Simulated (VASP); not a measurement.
Input of a VASP 6.6.1 run:

Contents of POSCAR:

```
Re
1.0
    1.5480756002      1.5480756002      1.5480756002
   -1.5480756002      1.5480756002      1.5480756002
   -1.5480756002     -1.5480756002      1.5480756002
Re
1
Direct
    0.0000000000      0.0000000000      0.0000000000
```

The input INCAR.step1:

```
SYSTEM = Re
PREC = Accurate
ENCUT = 520
ISMEAR = 1
SIGMA = 0.05
LREAL = .False.
LASPH = .True.
NELM = 80
NBANDS = 10
GGA = PE
ALGO = Normal
EDIFF = 1E-4
LWAVE = .True.
LCHARG = .False.
```

Contents of INCAR.step2:

```
SYSTEM = Re
PREC = Accurate
ENCUT = 520
EDIFF = 1E-7
ISMEAR = 1
SIGMA = 0.05
LREAL = .False.
LASPH = .True.
NELM = 80
ALGO = Normal
ISIF = 2
LWAVE = .False.
LCHARG = .False.
METAGGA = R2SCAN
LMIXTAU = .True.
NBANDS = 10
ISTART = 1
```

File KPOINTS:

```
Automatic mesh
0
Gamma
  11 11 11
  0 0 0
```

Potentials or basis: VASP PAW PBE potentials, release 64 (Re).

Launch:

```console
$ cat potpaw_PBE.64/Re/POTCAR > POTCAR
$ cp INCAR.step1 INCAR
$ mpirun -np 1 vasp_std > vasp.out
$ cp INCAR.step2 INCAR
$ mpirun -np 1 vasp_std > vasp.out
```

(1) Predict the pressure.

Answers

(1) 0.1 GPa.

Caveat: the PAW data sets were made with another functional, which shifts forces and pressure a little.
